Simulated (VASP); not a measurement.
# TiCo (Pm-3m) in VASP: notebook, part 2 of 3

VASP 6.6.1.

## Step 3: Single point, PBEsol+D3(BJ), collinear spin, ferromagnetic start

Input file INCAR:

```
SYSTEM = TiCo
PREC = Accurate ; ENCUT = 600
EDIFF = 1E-6 ; ISMEAR = 1
SIGMA = 0.1 ; LREAL = .False.
LASPH = .True. ; NELM = 200
ALGO = Normal ; ISIF = 2
LWAVE = .False. ; LCHARG = .False.
ISPIN = 2 ; MAGMOM = 0.63 1.77
LORBIT = 11 ; NUPDOWN = 2.5
LMAXMIX = 4 ; GGA = PS
IVDW = 12 ; NBANDS = 22
GGA_COMPAT = .False.
```

Input file KPOINTS:

```
regular mesh
0
Gamma
  5 5 5
  0 0 0
```

Input file POSCAR:

```
TiCo
1.0
    2.9861110000      0.0000000000      0.0000000000
    0.0000000000      2.9861110000      0.0000000000
    0.0000000000      0.0000000000      2.9861110000
Ti Co
1 1
Direct
    0.0000000000      0.0000000000      0.0000000000
    0.5000000000      0.5000000000      0.5000000000
```

Potentials or basis: VASP PAW PBE potentials, release 64 (Ti_sv, Co).

Run with:

```bash
$ cat potpaw_PBE.64/Ti_sv/POTCAR potpaw_PBE.64/Co/POTCAR > POTCAR
$ mpirun -np 1 vasp_std > vasp.out
```

OUTCAR:

```text
SYSTEM = TiCo
   PREC = Accurate
   ENCUT = 600
   EDIFF = 1E-6
   ISMEAR = 1
   LREAL = .False.
   LASPH = .True.
   NELM = 200
   ISIF = 2
   ISPIN = 2
   LORBIT = 11
   NUPDOWN = 2.5
   GGA = PS
   IVDW = 12
 IVDW          = 12

 ion  position               nearest neighbor table
   1  0.000  0.000  0.000-   2 2.59   2 2.59   2 2.59   2 2.59   2 2.59   2 2.59   2 2.59   2 2.59

   2  0.500  0.500  0.500-   1 2.59   1 2.59   1 2.59   1 2.59   1 2.59   1 2.59   1 2.59   1 2.59

  LATTYP: Found a simple cubic cell.
 ALAT       =     2.9861110000

  Lattice vectors:

 A1 = (   2.9861110000,   0.0000000000,   0.0000000000)
 A2 = (   0.0000000000,   2.9861110000,   0.0000000000)
 A3 = (   0.0000000000,   0.0000000000,   2.9861110000)

Analysis of symmetry for initial positions (statically):
=====================================================================
 Subroutine PRICEL returns:
 Original cell was already a primitive cell.

 Routine SETGRP: Setting up the symmetry group for a
 simple cubic supercell.

 Subroutine GETGRP returns: Found 48 space group operations
 (whereof 48 operations were pure point group operations)
 out of a pool of 48 trial point group operations.

The static configuration has the point symmetry O_h .

Analysis of symmetry for dynamics (positions and initial velocities):
=====================================================================
 Subroutine PRICEL returns:
 Original cell was already a primitive cell.

 Routine SETGRP: Setting up the symmetry group for a
 simple cubic supercell.

 Subroutine GETGRP returns: Found 48 space group operations
 (whereof 48 operations were pure point group operations)
 out of a pool of 48 trial point group operations.

The dynamic configuration has the point symmetry O_h .

Analysis of structural, dynamic, and magnetic symmetry:
=====================================================================
 Subroutine PRICEL returns:
 Original cell was already a primitive cell.

 Routine SETGRP: Setting up the symmetry group for a
 simple cubic supercell.

 Subroutine GETGRP returns: Found 48 space group operations
 (whereof 48 operations were pure point group operations)
 out of a pool of 48 trial point group operations.

The overall configuration has the point symmetry O_h .

 Subroutine INISYM returns: Found 48 space group operations
 (whereof 48 operations are pure point group operations),
 and found     1 'primitive' translations

----------------------------------------------------------------------------------------

                                     Primitive cell

  volume of cell :      26.6267

  direct lattice vectors                    reciprocal lattice vectors
     2.986111000  0.000000000  0.000000000     0.334883733  0.000000000  0.000000000
     0.000000000  2.986111000  0.000000000     0.000000000  0.334883733  0.000000000
     0.000000000  0.000000000  2.986111000     0.000000000  0.000000000  0.334883733

  length of vectors
     2.986111000  2.986111000  2.986111000     0.334883733  0.334883733  0.334883733

  position of ions in fractional coordinates (direct lattice)
     0.000000000  0.000000000  0.000000000
     0.500000000  0.500000000  0.500000000

  ion indices of the primitive-cell ions
   primitive index   ion index
                 1           1
                 2           2

[... 51 lines left out ...]
   LNONCOLLINEAR =      F non collinear calculations
   LSORBIT =      F    spin-orbit coupling
   LASPH  =      T    aspherical Exc in radial PAW
   ENCUT  =  600.0 eV  44.10 Ry    6.64 a.u.   5.96  5.96  5.96*2*pi/ulx,y,z
   NELM   =    200;   NELMIN=  2; NELMDL= -5     # of ELM steps
   EDIFF  = 0.1E-05   stopping-criterion for ELM
   LREAL  =      F    real-space projection
   EDIFFG = 0.1E-04   stopping-criterion for IOM
   NSW    =      0    number of steps for IOM
   IBRION =     -1    ionic relax: 0-MD 1-quasi-New 2-CG
   NFREE  =      0    steps in history (QN), initial steepest desc. (CG)
   ISIF   =      2    stress and relaxation
   ISYM   =      2    0-nonsym 1-usesym 2-fastsym
   POTIM  = 0.5000    time-step for ionic-motion
   TEBEG  =    0.0;   TEEND  =   0.0 temperature during run
   PSTRESS=    0.0 pullay stress
   NELECT =      21.0000    total number of electrons
   NUPDOWN=       2.5000    fix difference up-down
   EMIN   =  10.00;   EMAX   =-10.00  energy-range for DOS
   EFERMI =   0.00;   METHOD = LEGACY
   ISMEAR =     1;   SIGMA  =   0.10  broadening in eV -4-tet -1-fermi 0-gaus
   EFERMI_NEDOS =   21; number of points for ismear=-14 and -15
   IALGO  =     38    algorithm
   IMIX   =      4    mixing-type and parameters
     AMIX     =   0.40;   BMIX     =  1.00
     AMIX_MAG =   1.60;   BMIX_MAG =  1.00
  volume/ion in A,a.u.               =      13.31        89.84
  Fermi-wavevector in a.u.,A,eV,Ry     =   1.512546  2.858298 31.127354  2.287796
  Thomas-Fermi vector in A             =   2.622456
   LORBIT       =     11    0 simple, 1 ext, 2 COOP (PROOUT), +10 PAW based schemes
   GGA     = PS    functional components
   LHFCALC =     F    Hartree Fock is set to
   AEXX    =    0.0000 exact exchange contribution
   IVDW    =    12    specifies the selected vdW correction
   LEPSILON=     F    determine dielectric tensor
   LRPA    =     F    only Hartree local field effects (RPA)
 spin polarized calculation
 Methfessel and Paxton  Order N= 1 SIGMA  =   0.10
  energy-cutoff  :      600.00
  volume of cell :       26.63
 maximum number of plane-waves:       904
 NGX is ok and might be reduce to    24
   NGX = 11   NGY = 11   NGZ = 11

 number of electron      20.9999982 magnetization       2.5000301

 Free energy of the ion-electron system (eV)
  ---------------------------------------------------
  ext. energy  EPLUGINS =         0.00000000
  ---------------------------------------------------
  free energy    TOTEN  =       -16.02371151 eV

  energy without entropy =      -16.02340069  energy(sigma->0) =      -16.02360790

 E-fermi :   8.7082     XC(G=0): -12.7035

 val. band max:       10.1488097161   @ k =   0.2000   0.2000   0.2000
 cond. band min:       8.7560082321   @ k =   0.4000   0.4000   0.2000
 fundamental gap:     -1.3928014840
 Fermi energy:        10.1491298717

 spin component 1

 k-point     1 :       0.0000    0.0000    0.0000
  band No.  band energies     occupation
      1     -46.8831      1.00000
      2     -23.1041      1.00000
      3     -23.1041      1.00000
      4     -23.1041      1.00000
      5       1.7849      1.00000
      6       5.2830      1.00000
[... 239 lines left out ...]
     21      21.4686      0.00000
     22      25.3317      0.00000
 Fermi energy:         8.7081592802

 spin component 2

 k-point     1 :       0.0000    0.0000    0.0000
  band No.  band energies     occupation
      1     -46.3129      1.00000
      2     -22.5324      1.00000
      3     -22.5324      1.00000
      4     -22.5324      1.00000
      5       2.3524      1.00000
      6       6.6231      1.00000
[... 239 lines left out ...]
     21      22.0860      0.00000
     22      25.9123      0.00000

------------------------ aborting loop because EDIFF is reached ----------------------------------------

 Edisp (eV)   -1.03517

 E8    (eV) :    -0.7095

  FORCE on cell =-STRESS in cart. coord.  units (eV):
  Direction    XX          YY          ZZ          XY          YZ          ZX
  --------------------------------------------------------------------------------------
  -------------------------------------------------------------------------------------
  Total      -1.00203    -1.00203    -1.00203     0.00000     0.00000    -0.00000
  in kB     -60.29397   -60.29397   -60.29397     0.00000     0.00000    -0.00000
  external pressure =      -60.29 kB  Pullay stress =        0.00 kB

 VOLUME and BASIS-vectors are now :
 -----------------------------------------------------------------------------
  energy-cutoff  :      600.00
  volume of cell :       26.63
      direct lattice vectors                 reciprocal lattice vectors
     2.986111000  0.000000000  0.000000000     0.334883733  0.000000000  0.000000000
     0.000000000  2.986111000  0.000000000     0.000000000  0.334883733  0.000000000
     0.000000000  0.000000000  2.986111000     0.000000000  0.000000000  0.334883733

 POSITION                                       TOTAL-FORCE (eV/Angst)
 -----------------------------------------------------------------------------------
      0.00000      0.00000      0.00000         0.000000      0.000000      0.000000
      1.49306      1.49306      1.49306         0.000000      0.000000      0.000000
 -----------------------------------------------------------------------------------
    total drift:                                0.000000      0.000000     -0.000000

  FREE ENERGIE OF THE ION-ELECTRON SYSTEM (eV)
  ---------------------------------------------------
  free  energy   TOTEN  =       -17.0588842093 eV

  energy  without entropy=      -17.0585733866  energy(sigma->0) =      -17.05878060

 total charge

# of ion       s       p       d       tot
------------------------------------------
    1        2.244   6.157   1.959  10.359
    2        0.536   0.442   7.280   8.257
--------------------------------------------------
tot          2.780   6.598   9.239  18.617

 magnetization (x)

# of ion       s       p       d       tot
------------------------------------------
    1        0.007   0.044   0.576   0.627
    2        0.041   0.113   1.453   1.608
--------------------------------------------------
tot          0.048   0.157   2.029   2.235
```

OSZICAR:

```text
N       E                     dE             d eps       ncg     rms          rms(c)
DAV:   1     0.175232013927E+03    0.17523E+03   -0.10223E+04   904   0.130E+03
DAV:   2    -0.740285026249E+01   -0.18263E+03   -0.17350E+03   886   0.320E+02
DAV:   3    -0.181229389120E+02   -0.10720E+02   -0.10509E+02  1088   0.817E+01
DAV:   4    -0.184554989084E+02   -0.33256E+00   -0.33162E+00  1034   0.130E+01
DAV:   5    -0.184663919279E+02   -0.10893E-01   -0.10888E-01  1072   0.215E+00    0.161E+01
DAV:   6    -0.194384589055E+02   -0.97207E+00   -0.22254E+01  1000   0.634E+01    0.198E+01
DAV:   7    -0.162332345085E+02    0.32052E+01   -0.11830E+01  1046   0.408E+01    0.746E+00
DAV:   8    -0.160119500904E+02    0.22128E+00   -0.98135E-01  1122   0.108E+01    0.171E+00
DAV:   9    -0.160304823425E+02   -0.18532E-01   -0.13178E-01  1258   0.364E+00    0.165E+00
DAV:  10    -0.160230580914E+02    0.74243E-02   -0.33770E-02  1108   0.211E+00    0.774E-01
DAV:  11    -0.160236767417E+02   -0.61865E-03   -0.33158E-03  1064   0.577E-01    0.129E-01
DAV:  12    -0.160236955406E+02   -0.18799E-04   -0.43867E-04  1204   0.257E-01    0.582E-02
DAV:  13    -0.160237159747E+02   -0.20434E-04   -0.10657E-04  1030   0.106E-01    0.215E-02
DAV:  14    -0.160237119840E+02    0.39906E-05   -0.11651E-05  1166   0.304E-02    0.114E-02
DAV:  15    -0.160237115119E+02    0.47215E-06   -0.19688E-06   718   0.149E-02
   1 F= -.17058884E+02 E0= -.17058781E+02  d E =-.310823E-03  mag=     2.5000
```

Wall time 7.8 s (1 thread of Intel Xeon 6975P-C (Granite Rapids), shared host); peak memory 0.16 GiB.

What came out:

```yaml
Free_energy: -17.0589 eV
Pressure: -6.0 GPa
Net_moment: 2.50 μB per cell
Site_moments: Ti +0.63; Co +1.61 μB
Valence_electrons_inside_the_program's_atomic_spheres: Ti 10.36; Co 8.26
Dispersion_energy_per_atom: -0.518 eV
```

Caveat: the k points lie up to 0.42 Å⁻¹ apart; the PAW data sets were made with another functional, which shifts forces and pressure a little; the total moment is fixed, so each spin has its own Fermi level and the state may be an excited one.

(Part 2 of 3 ends here.)
